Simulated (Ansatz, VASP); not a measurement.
**BC4: VASP beside Ansatz**

```xyz
5
Lattice="3.0063 0.0000 0.0000 0.0000 3.1908 0.0000 0.0000 0.0000 26.2844" Properties=species:S:1:pos:R:3 pbc="T T T"
B     0.0000    1.5954    8.0000
C     2.2490    0.0000    8.7593
C     0.7574    0.0000    8.7593
C     0.7574    0.0000    7.2407
C     2.2490    0.0000    7.2407
```

Alike in both runs: functional PBE; k mesh 14 × 10 × 1; occupations gaussian, width 0.1 eV; no spin polarisation.

Ansatz relaxed the structure, and its values are those at the end. VASP's run is a single point on that final structure, the one shown.

|  | VASP | Ansatz |
| --- | --- | --- |
| version | VASP 6.6.1 | Ansatz 0.2.0 |
| potentials or method | VASP PAW PBE potentials, release 64 (B, C), cutoff 520 eV | scalar-relativistic, plane waves, PAW |
| valence electrons in the cell | 19 | 19 |

|  | VASP | Ansatz | Ansatz less VASP |
| --- | --- | --- | --- |
| gap on the k mesh at the Fermi level (eV) | none | none | - |
| rms of the force components (eV/Å) | 0.036 | 0.000 | -0.0360 |

A gap of «none» marks a metal or a gap that the smearing closes. Ansatz's warnings: xc potential rough in thin density.
